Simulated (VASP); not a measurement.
# FeSi in VASP: a series of runs

FeSi is run at these levels: PBE, PBEsol, LDA, SCAN; tasks: single point.

All numbers are computed with VASP 6.6.1; they aren't measurements. Logs are shortened: lines on timing, memory, paths and dates and some standing lists are left out, and cuts for length are marked.

### 1 The cell of the first run

Symmetry: P2_13, No. 198, cubic system. The conventional cell has a = 4.551 Å, b = 4.551 Å, c = 4.551 Å, α = 90.00°, β = 90.00°, γ = 90.00°. Fe (site symmetry 3) has 7 Si at 2.32 to 2.55 Å and 6 Fe at 2.79 Å within 3.1 Å. Si (site symmetry 3) has 7 Fe at 2.32 to 2.55 Å and 6 Si at 2.82 Å within 3.1 Å.

### 2 Single point, PBE, collinear spin, ferromagnetic start

File INCAR:

```
SYSTEM = FeSi
ALGO = Normal ; EDIFF = 1E-7
ENCUT = 520 ; GGA = PE
ISIF = 2 ; ISMEAR = -1
ISPIN = 2 ; LASPH = .True.
LCHARG = .True. ; LELF = .True.
LMAXMIX = 4 ; LORBIT = 11
LREAL = .False. ; LVHAR = .True.
LWAVE = .False. ; MAGMOM = 3 3 3 3 0 0 0 0
NBANDS = 38 ; NELM = 150
PREC = Accurate ; SIGMA = 0.05
```

File KPOINTS:

```
k-points
0
Gamma
  6 6 6
  0 0 0
```

File POSCAR:

```
FeSi
1.0
    4.5507000000      0.0000000000      0.0000000000
    0.0000000000      4.5507000000      0.0000000000
    0.0000000000      0.0000000000      4.5507000000
Fe Si
4 4
Direct
    0.8634800000      0.6365200000      0.3634800000
    0.6365200000      0.3634800000      0.8634800000
    0.3634800000      0.8634800000      0.6365200000
    0.1365200000      0.1365200000      0.1365200000
    0.1576000000      0.3424000000      0.6576000000
    0.3424000000      0.6576000000      0.1576000000
    0.6576000000      0.1576000000      0.3424000000
    0.8424000000      0.8424000000      0.8424000000
```

Potentials or basis: VASP PAW PBE potentials, release 64 (Fe, Si).

Started as:

```
> cat potpaw_PBE.64/Fe/POTCAR potpaw_PBE.64/Si/POTCAR > POTCAR
> mpirun -np 1 vasp_std > vasp.out
```

OUTCAR:

```text
SYSTEM = FeSi
   EDIFF = 1E-7
   ENCUT = 520
   GGA = PE
   ISIF = 2
   ISMEAR = -1
   ISPIN = 2
   LASPH = .True.
   LORBIT = 11
   LREAL = .False.
   NELM = 150
   PREC = Accurate

 ion  position               nearest neighbor table
   1  0.863  0.637  0.363-   5 2.32   6 2.37   7 2.37   8 2.37   7 2.55   8 2.55   6 2.55   2 2.79
                             2 2.79   3 2.79   4 2.79   3 2.79   4 2.79
   2  0.637  0.363  0.863-   6 2.32   5 2.37   7 2.37   8 2.37   5 2.55   7 2.55   8 2.55   1 2.79
                             1 2.79   3 2.79   3 2.79   4 2.79   4 2.79
   3  0.363  0.863  0.637-   7 2.32   6 2.37   5 2.37   8 2.37   6 2.55   5 2.55   8 2.55   1 2.79
                             4 2.79   2 2.79   2 2.79   1 2.79   4 2.79
   4  0.137  0.137  0.137-   8 2.32   6 2.37   7 2.37   5 2.37   6 2.55   5 2.55   7 2.55   2 2.79
                             3 2.79   1 2.79   3 2.79   1 2.79   2 2.79
   5  0.158  0.342  0.658-   1 2.32   2 2.37   3 2.37   4 2.37   3 2.55   4 2.55   2 2.55   8 2.82
                             6 2.82   6 2.82   8 2.82   7 2.82   7 2.82
   6  0.342  0.658  0.158-   2 2.32   1 2.37   3 2.37   4 2.37   1 2.55   3 2.55   4 2.55   8 2.82
                             5 2.82   5 2.82   7 2.82   7 2.82   8 2.82
   7  0.658  0.158  0.342-   3 2.32   2 2.37   1 2.37   4 2.37   2 2.55   1 2.55   4 2.55   8 2.82
                             8 2.82   5 2.82   6 2.82   6 2.82   5 2.82
   8  0.842  0.842  0.842-   4 2.32   2 2.37   3 2.37   1 2.37   2 2.55   1 2.55   3 2.55   5 2.82
                             6 2.82   7 2.82   7 2.82   5 2.82   6 2.82

  LATTYP: Found a simple cubic cell.
 ALAT       =     4.5507000000

  Lattice vectors:

 A1 = (   4.5507000000,   0.0000000000,   0.0000000000)
 A2 = (   0.0000000000,   4.5507000000,   0.0000000000)
 A3 = (   0.0000000000,   0.0000000000,   4.5507000000)

Analysis of symmetry for initial positions (statically):
=====================================================================
 Subroutine PRICEL returns:
 Original cell was already a primitive cell.

 Routine SETGRP: Setting up the symmetry group for a
 simple cubic supercell.

 Subroutine GETGRP returns: Found 12 space group operations
 (whereof  3 operations were pure point group operations)
 out of a pool of 48 trial point group operations.

The static configuration has the point symmetry C_3 .
 The point group associated with its full space group is T   .

Analysis of symmetry for dynamics (positions and initial velocities):
=====================================================================
 Subroutine PRICEL returns:
 Original cell was already a primitive cell.

 Routine SETGRP: Setting up the symmetry group for a
 simple cubic supercell.

 Subroutine GETGRP returns: Found 12 space group operations
 (whereof  3 operations were pure point group operations)
 out of a pool of 48 trial point group operations.

The dynamic configuration has the point symmetry C_3 .
 The point group associated with its full space group is T   .

Analysis of structural, dynamic, and magnetic symmetry:
=====================================================================
 Subroutine PRICEL returns:
 Original cell was already a primitive cell.

 Routine SETGRP: Setting up the symmetry group for a
 simple cubic supercell.

 Subroutine GETGRP returns: Found 12 space group operations
 (whereof  3 operations were pure point group operations)
 out of a pool of 48 trial point group operations.

The overall configuration has the point symmetry C_3 .
 The point group associated with its full space group is T   .

 Subroutine INISYM returns: Found 12 space group operations
 (whereof  3 operations are pure point group operations),
 and found     1 'primitive' translations

----------------------------------------------------------------------------------------

                                     Primitive cell

  volume of cell :      94.2399

  direct lattice vectors                    reciprocal lattice vectors
     4.550700000  0.000000000  0.000000000     0.219746413  0.000000000  0.000000000
     0.000000000  4.550700000  0.000000000     0.000000000  0.219746413  0.000000000
     0.000000000  0.000000000  4.550700000     0.000000000  0.000000000  0.219746413

  length of vectors
     4.550700000  4.550700000  4.550700000     0.219746413  0.219746413  0.219746413

  position of ions in fractional coordinates (direct lattice)
     0.863480000  0.636520000  0.363480000
     0.636520000  0.363480000  0.863480000
[... 80 lines left out ...]
   ISTART =      0    job   : 0-new  1-cont  2-samecut
   ICHARG =      2    charge: 1-file 2-atom 10-const
   ISPIN  =      2    spin polarized calculation?
   LNONCOLLINEAR =      F non collinear calculations
   LSORBIT =      F    spin-orbit coupling
   LASPH  =      T    aspherical Exc in radial PAW
   ENCUT  =  520.0 eV  38.22 Ry    6.18 a.u.   8.46  8.46  8.46*2*pi/ulx,y,z
   NELM   =    150;   NELMIN=  2; NELMDL= -5     # of ELM steps
   EDIFF  = 0.1E-06   stopping-criterion for ELM
   LREAL  =      F    real-space projection
   EDIFFG = 0.1E-05   stopping-criterion for IOM
   NSW    =      0    number of steps for IOM
   IBRION =     -1    ionic relax: 0-MD 1-quasi-New 2-CG
   NFREE  =      0    steps in history (QN), initial steepest desc. (CG)
   ISIF   =      2    stress and relaxation
   ISYM   =      2    0-nonsym 1-usesym 2-fastsym
   POTIM  = 0.5000    time-step for ionic-motion
   TEBEG  =    0.0;   TEEND  =   0.0 temperature during run
   PSTRESS=    0.0 pullay stress
   NELECT =      48.0000    total number of electrons
   NUPDOWN=      -1.0000    fix difference up-down
   EMIN   =  10.00;   EMAX   =-10.00  energy-range for DOS
   EFERMI =   0.00;   METHOD = LEGACY
   ISMEAR =    -1;   SIGMA  =   0.05  broadening in eV -4-tet -1-fermi 0-gaus
   EFERMI_NEDOS =   21; number of points for ismear=-14 and -15
   IALGO  =     38    algorithm
   IMIX   =      4    mixing-type and parameters
     AMIX     =   0.40;   BMIX     =  1.00
     AMIX_MAG =   1.60;   BMIX_MAG =  1.00
  volume/ion in A,a.u.               =      11.78        79.50
  Fermi-wavevector in a.u.,A,eV,Ry     =   1.307406  2.470639 23.256570  1.709310
  Thomas-Fermi vector in A             =   2.438142
   LORBIT       =     11    0 simple, 1 ext, 2 COOP (PROOUT), +10 PAW based schemes
   GGA     = PE    functional components
   LHFCALC =     F    Hartree Fock is set to
   AEXX    =    0.0000 exact exchange contribution
   IVDW    =     0    specifies the selected vdW correction
   LEPSILON=     F    determine dielectric tensor
   LRPA    =     F    only Hartree local field effects (RPA)
 spin polarized calculation
  energy-cutoff  :      520.00
  volume of cell :       94.24
 maximum number of plane-waves:      2562
 NGX is ok and might be reduce to    36
   NGX = 17   NGY = 17   NGZ = 17

 number of electron      48.0000000 magnetization      12.0000000

 number of electron      47.9999996 magnetization       3.7342641

 Free energy of the ion-electron system (eV)
  ---------------------------------------------------
  ext. energy  EPLUGINS =         0.00000000
  ---------------------------------------------------
  free energy    TOTEN  =       -58.51065435 eV

  energy without entropy =      -58.45018983  energy(sigma->0) =      -58.48042209

 E-fermi :   8.9721     XC(G=0): -12.4602

 val. band max:        8.9568008366   @ k =   0.5000   0.5000   0.1667
 cond. band min:       8.9746489237   @ k =   0.5000   0.0000   0.0000
 fundamental gap:      0.0178480870
 Fermi energy:         8.9720612361

 spin component 1

 k-point     1 :       0.0000    0.0000    0.0000
  band No.  band energies     occupation
      1      -3.8180      1.00000
      2       1.2671      1.00000
      3       1.2671      1.00000
      4       1.2671      1.00000
      5       4.0267      1.00000
      6       4.0267      1.00000
[... 925 lines left out ...]
     35      14.5683      0.00000
     36      14.5683      0.00000
 Fermi energy:         8.9720612361

 spin component 2

 k-point     1 :       0.0000    0.0000    0.0000
  band No.  band energies     occupation
      1      -3.8692      1.00000
      2       1.2798      1.00000
      3       1.2798      1.00000
      4       1.2798      1.00000
      5       4.1476      1.00000
      6       4.1476      1.00000
[... 925 lines left out ...]
     35      14.7241      0.00000
     36      14.7241      0.00000
 [bands above 36 left out]

------------------------ aborting loop because EDIFF is reached ----------------------------------------

  FORCE on cell =-STRESS in cart. coord.  units (eV):
  Direction    XX          YY          ZZ          XY          YZ          ZX
  --------------------------------------------------------------------------------------
  -------------------------------------------------------------------------------------
  Total       -6.0693349     -6.0693349     -6.0693349      0.0000000      0.0000000      0.0000000
  in kB     -103.1851186   -103.1851186   -103.1851186      0.0000000      0.0000000      0.0000000
  external PRESSURE =    -103.1851186 kB  Pullay stress =       0.0000000 kB

 VOLUME and BASIS-vectors are now :
 -----------------------------------------------------------------------------
  energy-cutoff  :      520.00
  volume of cell :       94.24
      direct lattice vectors                 reciprocal lattice vectors
     4.550700000  0.000000000  0.000000000     0.219746413  0.000000000  0.000000000
     0.000000000  4.550700000  0.000000000     0.000000000  0.219746413  0.000000000
     0.000000000  0.000000000  4.550700000     0.000000000  0.000000000  0.219746413

 POSITION                                       TOTAL-FORCE (eV/Angst)
 -----------------------------------------------------------------------------------
      3.92944      2.89661      1.65409         0.012374     -0.012374      0.012374
      2.89661      1.65409      3.92944        -0.012374      0.012374      0.012374
      1.65409      3.92944      2.89661         0.012374      0.012374     -0.012374
      0.62126      0.62126      0.62126        -0.012374     -0.012374     -0.012374
      0.71719      1.55816      2.99254        -0.054658      0.054658     -0.054658
      1.55816      2.99254      0.71719         0.054658     -0.054658     -0.054658
      2.99254      0.71719      1.55816        -0.054658     -0.054658      0.054658
      3.83351      3.83351      3.83351         0.054658      0.054658      0.054658
 -----------------------------------------------------------------------------------
    total drift:                               -0.000000     -0.000000      0.000000

  FREE ENERGIE OF THE ION-ELECTRON SYSTEM (eV)
  ---------------------------------------------------
  free  energy   TOTEN  =       -58.5106543499 eV

  energy  without entropy=      -58.4501898275  energy(sigma->0) =      -58.48042209

 total charge

# of ion       s       p       d       tot
------------------------------------------
    1        0.412   0.576   6.481   7.469
    2        0.412   0.576   6.481   7.469
    3        0.412   0.576   6.481   7.469
    4        0.412   0.576   6.481   7.469
    5        0.736   0.861   0.000   1.597
    6        0.736   0.861   0.000   1.597
    7        0.736   0.861   0.000   1.597
    8        0.736   0.861   0.000   1.597
--------------------------------------------------
tot          4.594   5.749  25.923  36.265

 magnetization (x)

# of ion       s       p       d       tot
------------------------------------------
    1       -0.000  -0.002   1.031   1.029
    2       -0.000  -0.002   1.031   1.029
    3       -0.000  -0.002   1.031   1.029
    4       -0.000  -0.002   1.031   1.029
    5       -0.011  -0.036   0.000  -0.047
    6       -0.011  -0.036   0.000  -0.047
    7       -0.011  -0.036   0.000  -0.047
    8       -0.011  -0.036   0.000  -0.047
--------------------------------------------------
tot         -0.046  -0.151   4.123   3.926
```

Run time: 5.4 min. Hardware: 1 thread of Intel Xeon 8259CL, shared host; peak memory 0.31 GiB.

What came out:

| Property | Result |
| --- | --- |
| Free energy | -58.5107 eV |
| Pressure | -10.3 GPa |
| Largest force | 0.095 eV/Å |
| Net moment | 3.73 μB per cell |
| Site moments | Fe +1.03; Si -0.05 μB |
| Valence electrons inside the program's atomic spheres | Fe 7.47; Si 1.60 |

Forces on the atoms (eV/Å):
```
Fe   0.012 -0.012  0.012
Fe  -0.012  0.012  0.012
Fe   0.012  0.012 -0.012
Fe  -0.012 -0.012 -0.012
Si  -0.055  0.055 -0.055
Si   0.055 -0.055 -0.055
Si  -0.055 -0.055  0.055
Si   0.055  0.055  0.055
```

Caveat: the cell stands under tension.

[end of part 1 of 3]
